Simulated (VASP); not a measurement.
A run of VASP 6.6.1 is set up as follows.

INCAR

```
SYSTEM = TiTe2
  ALGO = Normal
  EDIFF = 1E-6
  EDIFFG = -0.01
  ENCUT = 600
  GGA = PS
  IBRION = 2
  ISIF = 4
  ISMEAR = 0
  LASPH = .TRUE.
  LCHARG = .FALSE.
  LREAL = .FALSE.
  LWAVE = .FALSE.
  NELM = 80
  NSW = 50
  PREC = Accurate
  SIGMA = 0.1
```

The input KPOINTS:

```
k-points
0
G
  15 15 8
  0 0 0
```

The input POSCAR:

```
TiTe2
1.0
    3.6585704409      0.0000000000      0.0000000000
   -1.8292852205      3.1684149434      0.0000000000
    0.0000000000      0.0000000000      6.3800934155
Ti Te
1 2
Direct
    0.0000000000      0.0000000000      0.0000000000
    0.6666666667      0.3333333333      0.2672752241
    0.3333333333      0.6666666667      0.7327247759
```

Potentials or basis: VASP PAW PBE potentials, release 64 (Ti_sv, Te).

Command:

```bash
$ cat potpaw_PBE.64/Ti_sv/POTCAR potpaw_PBE.64/Te/POTCAR > POTCAR
$ mpirun -np 1 vasp_std > vasp.out
```

(1) What does it give for the band gap on the k mesh?

Results:

(1) zero (band 12 reaches 8.19 eV, above the bottom of band 13 at 7.32 eV).

Caveat: spin-orbit coupling is left out, which moves the levels of the heavy elements.
